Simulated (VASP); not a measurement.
# Si (C2/c) in VASP: single point with LDA

Aim: the single point of Si with LDA.

Program: VASP 6.6.1. These are calculated values, not measurements. Logs are shortened: lines on timing, memory, paths and dates and some standing lists are left out, and cuts for length are marked.

### Step 1. The cell of the first run

Symmetry: C2/c, No. 15, monoclinic system. The conventional cell has a = 5.402 Å, b = 5.618 Å, c = 3.897 Å, α = 90.00°, β = 133.88°, γ = 90.00°. Within 3.1 Å of Si (site symmetry 2) lie 4 Si at 2.37 to 2.43 Å.

### Step 2. Single point, LDA (atoms displaced along a vibrational mode, the cell strained)

Input file INCAR:

```
SYSTEM = Si
ALGO = Normal
EDIFF = 1E-6
ENCUT = 520
GGA = CA
ISIF = 2
ISMEAR = 0
LASPH = .TRUE.
LCHARG = .FALSE.
LREAL = .FALSE.
LWAVE = .FALSE.
NBANDS = 11
NELM = 80
PREC = Accurate
SIGMA = 0.05
```

Input file KPOINTS:

```
k-points
0
G
  12 12 12
  0 0 0
```

Input file POSCAR:

```
Si
1.0
    0.0000000000      2.8090125298      2.7009735863
    2.8090125298      0.0000000000      2.7009735863
    2.8090125298      2.8090125298      0.0000000000
Si
2
Direct
    0.5044428424      0.4955571576      0.4955571576
    0.7455571576      0.7544428424      0.7544428424
```

Potentials or basis: VASP PAW LDA potentials, release 64 (Si).

The run is started by

```
> cat potpaw_LDA.64/Si/POTCAR > POTCAR
> mpirun -np 1 vasp_std > vasp.out
```

OUTCAR:

```text
SYSTEM = Si
   EDIFF = 1E-6
   ENCUT = 520
   GGA = CA
   ISIF = 2
   ISMEAR = 0
   LASPH = .TRUE.
   LREAL = .FALSE.
   NELM = 80
   PREC = Accurate

 ion  position               nearest neighbor table
   1  0.504  0.496  0.496-   2 2.37   2 2.37   2 2.43   2 2.43
   2  0.746  0.754  0.754-   1 2.37   1 2.37   1 2.43   1 2.43

  LATTYP: Found a body centered tetragonal cell.
 ALAT       =     3.9725436165
 C/A-ratio  =     1.3598207330

  Lattice vectors:

 A1 = (   0.0000000000,  -2.8090125298,  -2.7009735863)
 A2 = (   0.0000000000,   2.8090125298,  -2.7009735863)
 A3 = (   2.8090125298,   0.0000000000,   2.7009735863)

Analysis of symmetry for initial positions (statically):
=====================================================================
 Subroutine PRICEL returns:
 Original cell was already a primitive cell.

 Routine SETGRP: Setting up the symmetry group for a
 body centered tetragonal supercell.

 Subroutine GETGRP returns: Found  4 space group operations
 (whereof  2 operations were pure point group operations)
 out of a pool of 16 trial point group operations.

The static configuration has the point symmetry C_2 .
 The point group associated with its full space group is C_2h.

Analysis of symmetry for dynamics (positions and initial velocities):
=====================================================================
 Subroutine PRICEL returns:
 Original cell was already a primitive cell.

 Routine SETGRP: Setting up the symmetry group for a
 body centered tetragonal supercell.

 Subroutine GETGRP returns: Found  4 space group operations
 (whereof  2 operations were pure point group operations)
 out of a pool of 16 trial point group operations.

The dynamic configuration has the point symmetry C_2 .
 The point group associated with its full space group is C_2h.

 Subroutine INISYM returns: Found  4 space group operations
 (whereof  2 operations are pure point group operations),
 and found     1 'primitive' translations

----------------------------------------------------------------------------------------

                                     Primitive cell

  volume of cell :      42.6243

  direct lattice vectors                    reciprocal lattice vectors
     0.000000000  2.809012530  2.700973586    -0.177998494  0.177998494  0.185118434
     2.809012530  0.000000000  2.700973586     0.177998494 -0.177998494  0.185118434
     2.809012530  2.809012530  0.000000000     0.177998494  0.177998494 -0.185118434

  length of vectors
     3.896897446  3.896897446  3.972543617     0.312467218  0.312467218  0.312467218

  position of ions in fractional coordinates (direct lattice)
     0.504442842  0.495557158  0.495557158
     0.745557158  0.754442842  0.754442842

  ion indices of the primitive-cell ions
   primitive index   ion index
                 1           1
                 2           2

----------------------------------------------------------------------------------------

 KPOINTS: k-points

Automatic generation of k-mesh.
 Grid dimensions read from file:
 generate k-points for:   12   12   12

 Generating k-lattice:

  Cartesian coordinates                     Fractional coordinates (reciprocal lattice)
    -0.014833208  0.014833208  0.015426536     0.083333333 -0.000000000  0.000000000
     0.014833208 -0.014833208  0.015426536    -0.000000000  0.083333333  0.000000000
     0.014833208  0.014833208 -0.015426536     0.000000000  0.000000000  0.083333333

  Length of vectors
     0.026038935  0.026038935  0.026038935

  Shift w.r.t. Gamma in fractional coordinates (k-lattice)
     0.000000000  0.000000000  0.000000000

 Subroutine IBZKPT returns following result:
 ===========================================

 Found    476 irreducible k-points:

 Following reciprocal coordinates:
            Coordinates               Weight
  0.000000  0.000000  0.000000      1.000000
  0.083333  0.000000  0.000000      4.000000
  0.000000  0.000000 -0.083333      4.000000
  0.166667  0.000000  0.000000      4.000000
  0.000000  0.000000 -0.166667      4.000000
  0.250000  0.000000  0.000000      4.000000
[... 16 lines left out ...]
  0.500000  0.083333  0.000000      4.000000
  0.083333  0.083333 -0.416667      4.000000
 [... further k-points ...]
   k-points           NKPTS =    476   k-points in BZ     NKDIM =    476   number of bands    NBANDS=     11
   number of dos      NEDOS =    301   number of ions     NIONS =      2
   total plane-waves  NPLWV =  27000
   dimension x,y,z NGX =    30 NGY =   30 NGZ =   30
   dimension x,y,z NGXF=    60 NGYF=   60 NGZF=   60
   ions per type =               2
   NGX,Y,Z   is equivalent  to a cutoff of  12.80, 12.80, 12.55 a.u.
   NGXF,Y,Z  is equivalent  to a cutoff of  25.60, 25.60, 25.11 a.u.
 SYSTEM =  Si
   PREC   = accura    normal or accurate (medium, high low for compatibility)
   ISTART =      0    job   : 0-new  1-cont  2-samecut
   ICHARG =      2    charge: 1-file 2-atom 10-const
   ISPIN  =      1    spin polarized calculation?
   LNONCOLLINEAR =      F non collinear calculations
   LSORBIT =      F    spin-orbit coupling
   LASPH  =      T    aspherical Exc in radial PAW
   ENCUT  =  520.0 eV  38.22 Ry    6.18 a.u.   7.25  7.25  7.39*2*pi/ulx,y,z
   NELM   =     80;   NELMIN=  2; NELMDL= -5     # of ELM steps
   EDIFF  = 0.1E-05   stopping-criterion for ELM
   LREAL  =      F    real-space projection
   EDIFFG = 0.1E-04   stopping-criterion for IOM
   NSW    =      0    number of steps for IOM
   IBRION =     -1    ionic relax: 0-MD 1-quasi-New 2-CG
   NFREE  =      0    steps in history (QN), initial steepest desc. (CG)
   ISIF   =      2    stress and relaxation
   ISYM   =      2    0-nonsym 1-usesym 2-fastsym
   POTIM  = 0.5000    time-step for ionic-motion
   TEBEG  =    0.0;   TEEND  =   0.0 temperature during run
   PSTRESS=    0.0 pullay stress
   NELECT =       8.0000    total number of electrons
   NUPDOWN=      -1.0000    fix difference up-down
   EMIN   =  10.00;   EMAX   =-10.00  energy-range for DOS
   EFERMI =   0.00;   METHOD = LEGACY
   ISMEAR =     0;   SIGMA  =   0.05  broadening in eV -4-tet -1-fermi 0-gaus
   EFERMI_NEDOS =   21; number of points for ismear=-14 and -15
   IALGO  =     38    algorithm
   IMIX   =      4    mixing-type and parameters
     AMIX     =   0.40;   BMIX     =  1.00
     AMIX_MAG =   1.60;   BMIX_MAG =  1.00
  volume/ion in A,a.u.               =      21.31       143.82
  Fermi-wavevector in a.u.,A,eV,Ry     =   0.937315  1.771269 11.953528  0.878560
  Thomas-Fermi vector in A             =   2.064414
   LORBIT       =      0    0 simple, 1 ext, 2 COOP (PROOUT), +10 PAW based schemes
   GGA     = CA    functional components
   LHFCALC =     F    Hartree Fock is set to
   AEXX    =    0.0000 exact exchange contribution
   IVDW    =     0    specifies the selected vdW correction
   LEPSILON=     F    determine dielectric tensor
   LRPA    =     F    only Hartree local field effects (RPA)
 non-spin polarized calculation
 Gauss-broadening in eV      SIGMA  =   0.05
  energy-cutoff  :      520.00
  volume of cell :       42.62
 maximum number of plane-waves:      1178
 NGX is ok and might be reduce to    30
   NGX = 15   NGY = 15   NGZ = 15

 number of electron       8.0000000 magnetization

 Free energy of the ion-electron system (eV)
  ---------------------------------------------------
  ext. energy  EPLUGINS =         0.00000000
  ---------------------------------------------------
  free energy    TOTEN  =       -11.82507524 eV

  energy without entropy =      -11.82503488  energy(sigma->0) =      -11.82505506

 E-fermi :   5.4661     XC(G=0):  -9.3743

 val. band max:        5.4607062143   @ k =   0.0000   0.0000   0.0000
 cond. band min:       5.4934215412   @ k =   0.4167   0.4167   0.0000
 fundamental gap:      0.0327153270
 Fermi energy:         5.4660906921

 k-point     1 :       0.0000    0.0000    0.0000
  band No.  band energies     occupation
      1      -6.3932      2.00000
      2       4.9298      2.00000
      3       5.0739      2.00000
      4       5.4607      1.12105
      5       7.4672      0.00000
      6       7.6407      0.00000
      7       7.6931      0.00000
      8       7.7889      0.00000
      9      12.5157      0.00000
     10      12.5654      0.00000
     11      13.1587      0.00000

 k-point     2 :       0.0833    0.0000    0.0000
  band No.  band energies     occupation
      1      -6.3076      2.00000
      2       4.3500      2.00000
      3       4.8231      2.00000
      4       5.1179      2.00000
      5       7.4114      0.00000
      6       7.8100      0.00000
      7       7.9658      0.00000
      8       8.5351      0.00000
      9      12.2951      0.00000
     10      12.8598      0.00000
     11      12.9503      0.00000

 k-point     3 :       0.0000    0.0000   -0.0833
  band No.  band energies     occupation
      1      -6.3061      2.00000
      2       4.1485      2.00000
      3       4.8874      2.00000
      4       5.2951      2.00000
      5       7.5424      0.00000
      6       7.7161      0.00000
      7       7.9359      0.00000
      8       8.5016      0.00000
      9      12.2640      0.00000
     10      12.8174      0.00000
     11      12.9628      0.00000
[... 267 lines left out ...]
 k-point    23 :       0.5000    0.0833    0.0000
  band No.  band energies     occupation
      1      -4.2157      2.00000
      2      -1.3519      2.00000
      3       3.4660      2.00000
      4       3.7490      2.00000
      5       6.7464      0.00000
      6       8.4508      0.00000
      7       8.6975      0.00000
      8      12.5931      0.00000
      9      13.7499      0.00000
     10      15.6953      0.00000
     11      16.2504      0.00000

 k-point    24 :       0.0833    0.0833   -0.4167
  band No.  band energies     occupation
      1      -4.1064      2.00000
      2      -1.5961      2.00000
      3       3.5702      2.00000
      4       3.7610      2.00000
      5       6.8180      0.00000
      6       8.5056      0.00000
      7       8.8269      0.00000
      8      12.6643      0.00000
      9      13.6291      0.00000
     10      15.5142      0.00000
     11      16.1457      0.00000

 [... further k-points ...]

------------------------ aborting loop because EDIFF is reached ----------------------------------------

  FORCE on cell =-STRESS in cart. coord.  units (eV):
  Direction    XX          YY          ZZ          XY          YZ          ZX
  --------------------------------------------------------------------------------------
  -------------------------------------------------------------------------------------
  Total       -2.0099468     -1.9806542     -1.0591172      0.0000000     -0.3304722      0.0000000
  in kB      -75.5505186    -74.4494592    -39.8104340      0.0000000    -12.4218927      0.0000000
  external PRESSURE =     -63.2701373 kB  Pullay stress =       0.0000000 kB

 VOLUME and BASIS-vectors are now :
 -----------------------------------------------------------------------------
  energy-cutoff  :      520.00
  volume of cell :       42.62
      direct lattice vectors                 reciprocal lattice vectors
     0.000000000  2.809012530  2.700973586    -0.177998494  0.177998494  0.185118434
     2.809012530  0.000000000  2.700973586     0.177998494 -0.177998494  0.185118434
     2.809012530  2.809012530  0.000000000     0.177998494  0.177998494 -0.185118434

 POSITION                                       TOTAL-FORCE (eV/Angst)
 -----------------------------------------------------------------------------------
      2.78405      2.80901      2.70097         0.574914      0.000000      0.000000
      4.23848      4.21352      4.05146        -0.574914      0.000000      0.000000
 -----------------------------------------------------------------------------------
    total drift:                               -0.000000     -0.000000     -0.000000

  FREE ENERGIE OF THE ION-ELECTRON SYSTEM (eV)
  ---------------------------------------------------
  free  energy   TOTEN  =       -11.8250752416 eV

  energy  without entropy=      -11.8250348822  energy(sigma->0) =      -11.82505506
```

Wall time 2.6 min (1 thread of Intel Xeon Platinum 8259CL at 2.50GHz (Skylake/Cascade Lake), shared host); peak memory 0.28 GiB.

What came out:

```
Free energy            : -11.8251 eV
Pressure               : -6.3 GPa
Largest force          : 0.575 eV/Å
Band gap on the k mesh : 0.03 eV (least direct gap 2.01 eV)
```

Forces on the atoms (eV/Å):
```
Si   0.575  0.000  0.000
Si  -0.575  0.000  0.000
```

Stress tensor (GPa, compression positive):
```
-7.56  0.00  0.00
 0.00 -7.44 -1.24
 0.00 -1.24 -3.98
```

Caveat: the cell differs from its parent crystal (atoms displaced along a vibrational mode, the cell strained); the cell stands under tension. A k mesh can miss the band edges.
